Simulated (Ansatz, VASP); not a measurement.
LiMgBN2 in VASP and in Ansatz

The input INCAR:

```
SYSTEM = LiMgBN2
PREC = Accurate
ENCUT = 520
EDIFF = 1E-6
ISMEAR = 0
SIGMA = 0.05
LREAL = .FALSE.
LASPH = .TRUE.
NELM = 60
ALGO = Normal
ISIF = 2
LWAVE = .FALSE.
LCHARG = .TRUE.
GGA = PE
LELF = .TRUE.
LVHAR = .TRUE.
NBANDS = 17
```

The input KPOINTS:

```
Automatic mesh
0
G
  8 8 8
  0 0 0
```

File POSCAR:

```
LiMgBN2
1.0
   -1.9860422400      1.9860422400      4.0880402400
    1.9860422400     -1.9860422400      4.0880402400
    1.9860422400      1.9860422400     -4.0880402400
Li Mg B N
1 1 1 2
Direct
    0.2500000000      0.7500000000      0.5000000000
    0.7500000000      0.2500000000      0.5000000000
    0.5000000000      0.5000000000      0.0000000000
    0.6512635000      0.6512635000      0.0000000000
    0.3487365000      0.3487365000      0.0000000000
```

Input for Ansatz:

```yaml
crystal:
  lattice:
    - [-1.98604224, 1.98604224, 4.08804024]
    - [1.98604224, -1.98604224, 4.08804024]
    - [1.98604224, 1.98604224, -4.08804024]
  atoms:
    - { symbol: Li, position: [0.25, 0.75, 0.5] }
    - { symbol: Mg, position: [0.75, 0.25, 0.5] }
    - { symbol: B, position: [0.5, 0.5, 0.0] }
    - { symbol: "N", position: [0.6512635, 0.6512635, 0.0] }
    - { symbol: "N", position: [0.3487365, 0.3487365, 0.0] }
basis:
  ecutwfc: 420
kpoints:
  mp_grid: { grid: [8, 8, 8] }
hamiltonian:
  xc: pbe
scf:
  occupations: { method: gaussian, width: 0.05 }
output:
  forces: true
  stress: true
  eigenvalues: true
```

Change from the starting cell: strain +0.040 along x and y, -0.080 along z, atoms carried along.

Alike in both runs: task single point; functional PBE; k mesh 8 × 8 × 8; occupations gaussian, width 0.05 eV; no spin polarisation.

|  | VASP | Ansatz |
| --- | --- | --- |
| version | VASP 6.6.1 | Ansatz 0.2.0 |
| potentials or method | VASP PAW PBE potentials, release 64 (Li_sv, Mg, B, N), cutoff 520 eV | scalar-relativistic, plane waves, PAW |
| valence electrons in the cell | 18 | 26 |

VASP gave:

| Item | Value |
| --- | --- |
| gap on the k mesh at the Fermi level (eV) | 2.43 |
| least direct gap on the mesh (eV) | 3.25 |
| rms of the force components (eV/Å) | 2.903 |

Task: Which values does Ansatz return?

Result: gap on the k mesh at the Fermi level (eV): 2.44; least direct gap on the mesh (eV): 3.27; rms of the force components (eV/Å): 2.910.

Atom by atom the forces differ by 0.007 eV/Å (rms over components). VASP's potentials hold 18 valence electrons a cell and Ansatz's 26, so a difference there can come from the potentials and not from the codes.

Noted on VASP's run: the cutoff is short for stress, so the pressure is rough.
